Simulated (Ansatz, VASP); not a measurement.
# BN in VASP and in Ansatz

File POSCAR:

```
BN
1.0
    0.0000000000      1.8048254656      1.8048254656
    1.8048254656      0.0000000000      1.8048254656
    1.8048254656      1.8048254656      0.0000000000
B N
1 1
Direct
    0.0000000000      0.0000000000      0.0000000000
    0.2500000000      0.2500000000      0.2500000000
```

Contents of INCAR.step1:

```
PREC = Accurate ; ENCUT = 520
ISMEAR = 0 ; SIGMA = 0.01
LREAL = F ; LASPH = T
NELM = 60 ; NBANDS = 11
GGA = PE ; ALGO = Normal
EDIFF = 1E-4 ; LWAVE = T
LCHARG = F
```

The input INCAR.step2:

```
PREC = Accurate ; ENCUT = 520
EDIFF = 1E-7 ; ISMEAR = 0
SIGMA = 0.01 ; LREAL = F
LASPH = T ; NELM = 60
ALGO = Normal ; ISIF = 2
LWAVE = F ; LCHARG = T
METAGGA = R2SCAN ; LMIXTAU = T
LELF = T ; LVHAR = T
NBANDS = 11 ; ISTART = 1
```

KPOINTS

```
regular mesh
0
Gamma
  12 12 12
```

Input for Ansatz:

```yaml
crystal:
  lattice:
    - [0.0, 1.8048254656, 1.8048254656]
    - [1.8048254656, 0.0, 1.8048254656]
    - [1.8048254656, 1.8048254656, 0.0]
  atoms:
    - { symbol: B, position: [0.0, 0.0, 0.0] }
    - { symbol: "N", position: [0.25, 0.25, 0.25] }
kpoints:
  mp_grid: { grid: [12, 12, 12] }
  band_path:
    path:
      - [0.0, 0.0, 0.0]
      - [-0.5, -0.5, 0.0]
      - [-0.375, -0.375, 0.25]
      - [-0.375, 0.0, 0.375]
      - [0.0, 0.0, 0.5]
      - [-0.5, -0.25, 0.25]
      - [0.0, 0.5, 0.5]
    npoints: 1
hamiltonian:
  xc: r2scan
scf:
  occupations: { method: fixed }
  n_extra_bands: 4
output:
  forces: true
  stress: true
  eigenvalues: true
```

Alike in both runs: task single point; functional r2SCAN; k mesh 12 × 12 × 12; no spin polarisation.

```csv
,VASP,Ansatz
version,VASP 6.6.1,Ansatz 0.2.0
potentials or method,"VASP PAW PBE potentials, release 64 (B, N)","plane waves, PAW"
plane-wave cutoff (eV),520,500
occupations,"gaussian, width 0.01 eV",fixed
valence electrons in the cell,8,8
```

```csv
,VASP,Ansatz,Ansatz less VASP
gap on the k mesh at the Fermi level (eV),4.98,5.00,+0.021
pressure (GPa),1.1,0.0,-1.12
```

VASP's potentials were made for PBE, not for r2SCAN.
